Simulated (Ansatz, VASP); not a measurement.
One calculation of Si, two programs

File POSCAR:

```
Si
1.0
    3.9057500000      0.0000000000      0.0000000000
   -1.9528700000      3.3824800000      0.0000000000
    0.0000000000      0.0000000000      4.1166600000
Si
3
Direct
    0.0000000000      0.5000000000      0.3333300000
    0.5000000000      0.5000000000      0.6666700000
    0.5000000000      0.0000000000      0.0000000000
```

File INCAR.step1:

```
ALGO     = Normal         # electronic algorithm
EDIFF    = 1E-5           # SCF threshold, eV
ENCUT    = 520            # plane-wave cutoff, eV
GGA      = PE             # functional
ISIF     = 2              # what is computed and relaxed
ISMEAR   = -1             # smearing method
LASPH    = T              # aspherical terms in the spheres
LREAL    = F              # projectors in reciprocal space
LWAVE    = T              # write WAVECAR
NBANDS   = 13             # bands
NELM     = 80             # most SCF steps
PREC     = Accurate       # precision mode
SIGMA    = 0.05           # smearing width, eV
```

File INCAR.step2:

```
AEXX     = 0.2            # exact-exchange fraction
ALGO     = Normal         # electronic algorithm
EDIFF    = 1E-6           # SCF threshold, eV
ENCUT    = 520            # plane-wave cutoff, eV
GGA      = PE             # functional
HFSCREEN = 0.2            # screening, 1/A
ISIF     = 2              # what is computed and relaxed
ISMEAR   = -1             # smearing method
ISTART   = 1            
LASPH    = T              # aspherical terms in the spheres
LCHARG   = T              # write CHGCAR
LELF     = T              # ELF
LHFCALC  = T              # exact exchange
LREAL    = F              # projectors in reciprocal space
LVHAR    = T            
LWAVE    = F              # write WAVECAR
NBANDS   = 13             # bands
NELM     = 80             # most SCF steps
PREC     = Accurate       # precision mode
PRECFOCK = Normal       
SIGMA    = 0.05           # smearing width, eV
```

The input KPOINTS:

```
k-points
0
Gamma
  4 4 4
```

input

```
crystal:
  lattice:
    - [3.90575, 0.0, 0.0]
    - [-1.95287, 3.38248, 0.0]
    - [0.0, 0.0, 4.11666]
  atoms:
    - { symbol: Si, position: [0.0, 0.5, 0.33333] }
    - { symbol: Si, position: [0.5, 0.5, 0.66667] }
    - { symbol: Si, position: [0.5, 0.0, 0.0] }
hamiltonian:
  xc: { exchange: pbe, correlation: pbe, exx: { coeff: 0.2, omega: 0.2 } }
  pseudopotentials: { kind: paw }
kpoints:
  mp_grid: { grid: [4, 4, 4] }
scf:
  occupations: { method: fermi_dirac, width: 0.05 }
output:
  forces: true
  stress: true
  eigenvalues: true
```

Alike in both runs: task single point; functional PBE-based screened hybrid with a share of 0.2 of exact exchange and HFSCREEN = 0.2; k mesh 4 × 4 × 4; occupations fermi-dirac, width 0.05 eV; no spin polarisation.

```csv
,VASP,Ansatz
version,VASP 6.6.1,Ansatz 0.2.0
potentials or method,"VASP PAW PBE potentials, release 64 (Si)",Ansatz PAW
plane-wave cutoff (eV),520,420
valence electrons in the cell,12,12
```

Ansatz gave:

```
gap on the k mesh at the Fermi level (eV)                     : 0.14
least direct gap on the mesh (eV)                             : 1.96
pressure (GPa)                                                : -1.8
traceless stress, the component that is largest in VASP (GPa) : -0.97
```

Question: What did VASP give for the same quantities?

Answer: gap on the k mesh at the Fermi level (eV): 0.15; least direct gap on the mesh (eV): 1.97; pressure (GPa): -2.1; traceless stress, the component that is largest in VASP (GPa): -0.93.

VASP's potentials were made for PBE, not for PBE-based screened hybrid.

The k mesh is coarse, so the values compare programs but aren't converged.
